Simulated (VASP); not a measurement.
## Pb: single point with HSE06

The system is Pb.

```xyz
2
Lattice="0.0000 3.4159 3.4159 3.4159 0.0000 3.4159 3.4159 3.4159 0.0000" Properties=species:S:1:pos:R:3 pbc="T T T"
Pb    1.7080    1.7080    1.7080
Pb    0.0000    0.0000    0.0000
```

This isn't the form of Pb at room conditions, which is fcc.

```json
{
 "Program": "VASP 6.6.1",
 "Task": "single point",
 "Functional": "HSE06",
 "Potentials or basis": "VASP PAW PBE potentials, release 64 (Pb_d)",
 "Cutoff": "520 eV",
 "k mesh": "4 × 4 × 4",
 "Occupations": "fermi-dirac, width 0.05 eV",
 "Spin": "no spin polarisation"
}
```

```
Pressure               : 2.3 GPa
Band gap on the k mesh : zero (bands 14 and 15 overlap by 1.24 eV)
```

Levels at points of the mesh, in eV from the Fermi level:
| k point | band 10 | band 11 | band 12 | band 13 | band 14 | band 15 | band 16 | band 17 | band 18 | band 19 |
| --- | --- | --- | --- | --- | --- | --- | --- | --- | --- | --- |
| (0.00, 0.00, 0.00) | -18.13 | -12.07 | -3.41 | 0.76 | 0.76 | 0.76 | 3.16 | 3.16 | 3.16 | 4.94 |
| (0.50, 0.00, 0.00) | -18.07 | -10.51 | -7.43 | -0.56 | -0.56 | -0.48 | 4.35 | 4.35 | 6.28 | 8.61 |
| (0.50, 0.50, 0.00) | -18.04 | -9.00 | -9.00 | -1.95 | -1.95 | 1.47 | 1.47 | 8.47 | 8.47 | 9.39 |

It took 35 min on 1 thread of Intel(R) Xeon(R) Platinum 8259CL CPU @ 2.50GHz (Skylake/Cascade Lake) (shared host), peak memory 0.32 GiB.

Caveat: the k points lie up to 0.40 Å⁻¹ apart, too coarse for converged energies and pressures of a metal; the PAW data sets were made with another functional, which shifts forces and pressure a little; spin-orbit coupling is left out, which moves the levels of the heavy elements.
